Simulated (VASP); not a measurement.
A run of VASP 6.6.1 is set up as follows.

The input INCAR:

```
PREC = Accurate
ENCUT = 520
EDIFF = 1E-7
ISMEAR = 0
SIGMA = 0.1
LREAL = F
LASPH = T
NELM = 80
ALGO = Normal
ISIF = 2
LWAVE = F
LCHARG = T
GGA = PS
LELF = T
LVHAR = T
NBANDS = 7
```

The input KPOINTS:

```
Automatic mesh
0
Gamma
  11 11 11
```

The input POSCAR:

```
Mg
1.0
   -1.4514697408      1.4514697408      1.4514697408
    1.4514697408     -1.4514697408      1.4514697408
    1.4514697408      1.4514697408     -1.4514697408
Mg
1
Direct
    0.0000000000      0.0000000000      0.0000000000
```

Potentials or basis: VASP PAW PBE potentials, release 64 (Mg).

Run with:

```bash
$ cat potpaw_PBE.64/Mg/POTCAR > POTCAR
$ mpirun -np 1 vasp_std > vasp.out
```

Predict the band gap on the k mesh.

zero (band 1 reaches 9.54 eV, above the bottom of band 2 at 6.20 eV).

Predict the pressure.

74.2 GPa.

Caveat: the PAW data sets were made with another functional, which shifts forces and pressure a little.
